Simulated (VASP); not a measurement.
Wanted: the native input for a VASP 6.6.1 run.

- Task: single point
- Functional: PBEsol
- Potentials or basis: VASP PAW PBE potentials, release 64 (S, Mg)
- Cutoff: 520 eV
- k mesh: 6 × 6 × 6
- Occupations: fermi-dirac, width 0.05 eV
- Spin: no spin polarisation
- Dipole correction: no
- Further INCAR settings: ALGO = Normal; EDIFF = 1e-07; NBANDS = 11

The structure of MgS (Niningerite) lies in POSCAR:

```
MgS
1.0
    0.0000000000      2.6016500000      2.6016500000
    2.6016500000      0.0000000000      2.6016500000
    2.6016500000      2.6016500000      0.0000000000
S Mg
1 1
Direct
    0.5000000000      0.5000000000      0.5000000000
    0.0000000000      0.0000000000      0.0000000000
```

The input as run:

INCAR

```
PREC = Accurate
ENCUT = 520
EDIFF = 1E-7
ISMEAR = -1
SIGMA = 0.05
LREAL = F
LASPH = T
NELM = 60
ALGO = Normal
ISIF = 2
LWAVE = F
LCHARG = T
GGA = PS
LELF = T
LVHAR = T
NBANDS = 11
```

KPOINTS

```
Automatic mesh
0
Gamma
  6 6 6
```

Potentials or basis: VASP PAW PBE potentials, release 64 (S, Mg).

Launch:

```bash
$ cat potpaw_PBE.64/S/POTCAR potpaw_PBE.64/Mg/POTCAR > POTCAR
$ mpirun -np 1 vasp_std > vasp.out
```

It gave:

| Quantity | Value |
| --- | --- |
| Pressure | -1.1 GPa |
| Band gap on the k mesh | 2.70 eV, indirect (least direct gap 3.59 eV) |

Caveat: the PAW data sets were made with another functional, which shifts forces and pressure a little.

It took 6 s on 1 thread of Intel(R) Xeon(R) Platinum 8488C (Sapphire Rapids), on a shared host, peak memory 0.15 GiB.
